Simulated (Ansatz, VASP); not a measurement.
**Two plane-wave programs on Hf**

The input INCAR:

```
ALGO = Normal
EDIFF = 1E-7
ENCUT = 520
GGA = PS
ISIF = 2
ISMEAR = 0
LASPH = True
LCHARG = False
LREAL = False
LWAVE = False
NBANDS = 11
NELM = 100
PREC = Accurate
SIGMA = 0.1
```

The input KPOINTS:

```
k-points
0
Gamma
  6 6 6
```

Contents of POSCAR:

```
Hf
1.0
    2.8566409408      0.0000000000      0.0000000000
    0.0000000000      2.8566409408      0.0000000000
    0.0000000000      0.0000000000      2.8566409408
Hf
1
Direct
    0.0000000000      0.0000000000      0.0000000000
```

Input for Ansatz:

```yaml
crystal:
  lattice:
    - [2.8566409408, 0.0, 0.0]
    - [0.0, 2.8566409408, 0.0]
    - [0.0, 0.0, 2.8566409408]
  atoms:
    - { symbol: Hf, position: [0.0, 0.0, 0.0] }
basis:
  ecutwfc: 420
kpoints:
  mp_grid: { grid: [6, 6, 6] }
hamiltonian:
  xc: pbesol
scf:
  occupations: { method: gaussian, width: 0.1 }
  lower_state_search: "off"
output:
  forces: true
  stress: true
  eigenvalues: true
```

Alike in both runs: task single point; functional PBEsol; k mesh 6 × 6 × 6; occupations gaussian, width 0.1 eV; no spin polarisation.

|  | VASP | Ansatz |
| --- | --- | --- |
| version | VASP 6.6.1 | Ansatz 0.2.0 |
| potentials or method | VASP PAW PBE potentials, release 64 (Hf_pv), cutoff 520 eV | scalar-relativistic, plane waves, PAW |
| valence electrons in the cell | 10 | 26 |

|  | VASP | Ansatz | Ansatz less VASP |
| --- | --- | --- | --- |
| gap on the k mesh at the Fermi level (eV) | none | none | - |
| pressure (GPa) | 0.0 | 0.3 | +0.30 |

VASP's potentials were made for PBE, not for PBEsol. A gap of «none» marks a metal or a gap that the smearing closes. The functional is the same, so the differences come from potentials, cutoffs and numerics. VASP's potentials hold 10 valence electrons a cell and Ansatz's 26, so a difference there can come from the potentials and not from the codes.

The k mesh is coarse, so the values compare programs but aren't converged. Neither program's run includes spin-orbit coupling.
